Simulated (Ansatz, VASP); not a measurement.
## CaO: VASP beside Ansatz

Contents of INCAR:

```
  PREC = Accurate
  ENCUT = 600
  EDIFF = 1E-6
  ISMEAR = 0
  SIGMA = 0.1
  LREAL = False
  LASPH = True
  NELM = 60
  ALGO = Normal
  ISIF = 3
  LWAVE = False
  LCHARG = False
  GGA = PE
  IBRION = 2
  NSW = 80
  EDIFFG = -0.025
```

File KPOINTS:

```
regular mesh
0
Gamma
  4 3 3
```

File POSCAR:

```
CaO
1.0
   -0.0353781622      0.0138101456      2.9497640761
    6.7457600447     -0.0372795389     -0.0778763213
   -3.4051650501      5.5422741063      0.0652650197
Ca O
4 4
Direct
    0.5223239675      0.1563090412      0.3122499876
    0.5293766202      0.1594825194      0.8636643984
    0.4294775213      0.6481703622      0.3479982571
    0.5413903461      0.6813562967      0.8081948988
    0.0062172041      0.3556650732      0.1921789762
   -0.0416560082      0.3217791587      0.6518287585
    0.0505670597      0.8464630425      0.1498433626
   -0.0376967105      0.8307745062      0.6740413609
```

Input for Ansatz:

```yaml
crystal:
  lattice:
    - [-0.0353781622, 0.0138101456, 2.9497640761]
    - [6.7457600447, -0.0372795389, -0.0778763213]
    - [-3.4051650501, 5.5422741063, 0.0652650197]
  atoms:
    - { symbol: Ca, position: [0.5223239675, 0.1563090412, 0.3122499876] }
    - { symbol: Ca, position: [0.5293766202, 0.1594825194, 0.8636643984] }
    - { symbol: Ca, position: [0.4294775213, 0.6481703622, 0.3479982571] }
    - { symbol: Ca, position: [0.5413903461, 0.6813562967, 0.8081948988] }
    - { symbol: O, position: [0.0062172041, 0.3556650732, 0.1921789762] }
    - { symbol: O, position: [-0.0416560082, 0.3217791587, 0.6518287585] }
    - { symbol: O, position: [0.0505670597, 0.8464630425, 0.1498433626] }
    - { symbol: O, position: [-0.0376967105, 0.8307745062, 0.6740413609] }
basis:
  ecutwfc: 420
kpoints:
  mp_grid: { grid: [4, 3, 3] }
hamiltonian:
  xc: pbe
scf:
  occupations: { method: gaussian, width: 0.1 }
  lower_state_search: "off"
output:
  forces: true
  stress: true
  eigenvalues: true
relax:
  adjacent_minimum: "off"
  f_tol: 0.025
  max_steps: 60
  cell: { stress_tol: 0.25 }
```

Change from the starting cell: cell x4, atoms moved at random (sigma 0.1 Å) and cell strained at random (1.5 %), then relaxed without symmetry.

Alike in both runs: task relaxation of cell and atoms; functional PBE; k mesh 4 × 3 × 3; occupations gaussian, width 0.1 eV; no spin polarisation.

|  | VASP | Ansatz |
| --- | --- | --- |
| version | VASP 6.6.1 | Ansatz 0.2.0 |
| potentials or method | VASP PAW PBE potentials, release 64 (Ca_sv, O), cutoff 600 eV | scalar-relativistic, plane waves, PAW |
| valence electrons in the cell | 64 | 64 |

```tsv
	VASP	Ansatz	Ansatz less VASP
gap on the k mesh at the Fermi level, each at its own relaxed structure (eV)	3.31	3.33	+0.019
relaxed volume (Å³/atom)	14.21	14.14	-0.065
relaxed cell length with the largest relative difference (Å)	6.614	6.601	-0.0132
```

The k mesh is coarse, so the values compare programs but aren't converged.
